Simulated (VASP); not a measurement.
Wanted: the native input for a VASP 6.6.1 run.

| Item | Value |
| --- | --- |
| Task | single point |
| Functional | PBE |
| Potentials or basis | VASP PAW PBE potentials, release 64 (W_sv, C_h) |
| Cutoff | 910 eV |
| k mesh | 18 × 18 × 14 |
| Occupations | gaussian, width 0.1 eV |
| Spin | non-collinear spin, zero start, spin-orbit coupling |
| Starting moments | [[0.0, 0.0, 0.0], [0.0, 0.0, 0.0]] μB |
| Dipole correction | no |
| Further INCAR settings | ALGO = Normal; EDIFF = 1e-06; NBANDS = 30 |

The structure of WC lies in POSCAR:

```
WC
1.0
    2.9216789202      0.0000000000      0.0000000000
   -1.4608394601      2.5302481666      0.0000000000
    0.0000000000      0.0000000000      2.8470525734
W C
1 1
Direct
    0.0000000000      0.0000000000      0.0000000000
    0.6666666667      0.3333333333      0.5000000000
```

These files were run (other wordings do the same):

INCAR

```
SYSTEM = WC
PREC = Accurate
ENCUT = 910
EDIFF = 1E-6
ISMEAR = 0
SIGMA = 0.1
LREAL = .False.
LASPH = .True.
NELM = 200
ALGO = Normal
ISIF = 2
LWAVE = .False.
LCHARG = .True.
MAGMOM = 0 0 0 0 0 0
LORBIT = 11
LSORBIT = .True.
GGA_COMPAT = .False.
LORBMOM = .True.
LMAXMIX = 4
GGA = PE
LVHAR = .True.
NBANDS = 30
```

KPOINTS

```
Automatic mesh
0
Gamma
  18 18 14
  0 0 0
```

Potentials or basis: VASP PAW PBE potentials, release 64 (W_sv, C_h).

Launch:

```console
$ cat potpaw_PBE.64/W_sv/POTCAR potpaw_PBE.64/C_h/POTCAR > POTCAR
$ mpirun -np 1 vasp_ncl > vasp.out
```

Results of the run:

The pressure is 1.7 GPa and the net moment is 0.00 μB per cell. The valence electrons inside the program's atomic spheres are W 12.15; C 1.40.

Wall time 11 min on 1 thread of Intel(R) Xeon(R) Platinum 8559C (Emerald Rapids) (shared host), peak memory 1 GiB.
